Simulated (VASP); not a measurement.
Input of a VASP 6.6.1 run:

File INCAR:

```
SYSTEM = CdS
PREC = Accurate
ENCUT = 630
EDIFF = 1E-6
ISMEAR = 0
SIGMA = 0.01
LREAL = .False.
LASPH = .True.
NELM = 120
ALGO = Normal
ISIF = 2
LWAVE = .False.
LCHARG = .True.
GGA = PS
LELF = .True.
LVHAR = .True.
NBANDS = 20
GGA_COMPAT = .False.
```

File KPOINTS:

```
regular mesh
0
Gamma
  6 6 4
  0 0 0
```

POSCAR

```
CdS
1.0
    4.1857258807      0.0000000000      0.0000000000
   -2.0928629404      3.6249449460      0.0000000000
    0.0000000000      0.0000000000      5.8066754782
Cd S
1 1
Direct
    0.0000000000      0.0000000000      0.4423670278
    0.6666666667      0.3333333333      0.4346329722
```

Potentials or basis: VASP PAW PBE potentials, release 64 (Cd_sv_GW, S).

Launch:

```sh
$ cat potpaw_PBE.64/Cd_sv_GW/POTCAR potpaw_PBE.64/S/POTCAR > POTCAR
$ mpirun -np 1 vasp_std > vasp.out
```

Q: Predict the pressure.

A: 0.0 GPa.

Q: Estimate the band gap on the k mesh.

A: 1.52 eV.

Q: What does it give for the largest force?

A: 0.003 eV/Å.

Forces in eV/Å, atoms in the order of the input:
```
Cd   0.000  0.000 -0.003
S    0.000  0.000  0.003
```

Caveat: the PAW data sets were made with another functional, which shifts forces and pressure a little. A k mesh can miss the band edges.
